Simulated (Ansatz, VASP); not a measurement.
**NiO2 in VASP and in Ansatz**

File POSCAR:

```
NiO2
1.0
    2.7987818650      0.0000000000      0.0000000000
   -1.3993909325      2.4238161948      0.0000000000
    0.0000000000      0.0000000000      4.6182730000
Ni O
1 2
Direct
    0.0000000000      0.0000000000      0.5000000000
    0.6666666700      0.3333333300      0.7060390000
    0.3333333300      0.6666666700      0.2939610000
```

The input INCAR.step1:

```
PREC = Accurate ; ENCUT = 600
ISMEAR = 0 ; SIGMA = 0.1
LREAL = False ; LASPH = True
NELM = 60 ; GGA = PE
ALGO = Normal ; EDIFF = 1E-4
LWAVE = True ; LCHARG = False
```

File INCAR.step2:

```
PREC = Accurate ; ENCUT = 600
EDIFF = 1E-6 ; ISMEAR = 0
SIGMA = 0.1 ; LREAL = False
LASPH = True ; NELM = 60
ALGO = Normal ; ISIF = 3
LWAVE = False ; LCHARG = False
METAGGA = R2SCAN ; LMIXTAU = True
IBRION = 2 ; NSW = 90
EDIFFG = -0.04 ; ISTART = 1
```

File KPOINTS:

```
Automatic mesh
0
Gamma
  6 6 4
```

Input for Ansatz:

```yaml
crystal:
  lattice:
    - [2.798781865, 0.0, 0.0]
    - [-1.3993909325, 2.4238161948, 0.0]
    - [0.0, 0.0, 4.618273]
  atoms:
    - { symbol: Ni, position: [0.0, 0.0, 0.5] }
    - { symbol: O, position: [0.66666667, 0.33333333, 0.706039] }
    - { symbol: O, position: [0.33333333, 0.66666667, 0.293961] }
basis:
  ecutwfc: 500
kpoints:
  mp_grid: { grid: [6, 6, 4] }
hamiltonian:
  xc: r2scan
scf:
  occupations: { method: gaussian, width: 0.1 }
  lower_state_search: "off"
output:
  forces: true
  stress: true
  eigenvalues: true
relax:
  adjacent_minimum: "off"
  f_tol: 0.04
  max_steps: 70
  cell: { stress_tol: 0.4 }
```

Alike in both runs: task relaxation of cell and atoms; functional r2SCAN; k mesh 6 × 6 × 4; occupations gaussian, width 0.1 eV; no spin polarisation.

|  | VASP | Ansatz |
| --- | --- | --- |
| version | VASP 6.6.1 | Ansatz 0.2.0 |
| potentials or method | VASP PAW PBE potentials, release 64 (Ni, O), cutoff 600 eV | scalar-relativistic, plane waves, PAW |
| valence electrons in the cell | 22 | 30 |

Ansatz gave:

* gap on the k mesh at the Fermi level, each at its own relaxed structure (eV): 1.57
* relaxed volume (Å³/atom): 10.26
* relaxed cell length with the largest relative difference (Å): 4.613

**Question.** Which values does VASP return?

**Answer.** gap on the k mesh at the Fermi level, each at its own relaxed structure (eV): 1.48; relaxed volume (Å³/atom): 10.28; relaxed cell length with the largest relative difference (Å): 4.598.

VASP's potentials were made for PBE, not for r2SCAN. VASP's potentials hold 22 valence electrons a cell and Ansatz's 30, so a difference there can come from the potentials and not from the codes.

The k mesh is coarse, so the values compare programs but aren't converged.
